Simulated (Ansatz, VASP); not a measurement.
**TiB2 in VASP and in Ansatz**

```xyz
3
Lattice="3.0259 0.0000 0.0000 -1.5130 2.6205 0.0000 0.0000 0.0000 3.2288" Properties=species:S:1:pos:R:3 pbc="T T T"
Ti    0.0000    0.0000    0.0000
B     0.0000    1.7470    1.6144
B     1.5130    0.8735    1.6144
```

Alike in both runs: task single point; functional r2SCAN; k mesh 6 × 6 × 6; occupations gaussian, width 0.1 eV; no spin polarisation.

|  | VASP | Ansatz |
| --- | --- | --- |
| version | VASP 6.6.1 | Ansatz 0.2.0 |
| potentials or method | VASP PAW PBE potentials, release 64 (Ti_sv, B), cutoff 520 eV | scalar-relativistic, plane waves, PAW |
| valence electrons in the cell | 18 | 18 |

Ansatz gave:

```
gap on the k mesh at the Fermi level (eV)                     : none
pressure (GPa)                                                : -0.2
traceless stress, the component that is largest in VASP (GPa) : -1.40
```

Question: Which values does VASP return?

Answer: gap on the k mesh at the Fermi level (eV): none; pressure (GPa): 0.5; traceless stress, the component that is largest in VASP (GPa): -1.39.

VASP's potentials were made for PBE, not for r2SCAN. A gap of «none» marks a metal or a gap that the smearing closes. The functional is the same, so the differences come from potentials, cutoffs and numerics.

The k mesh is coarse, so the values compare programs but aren't converged.
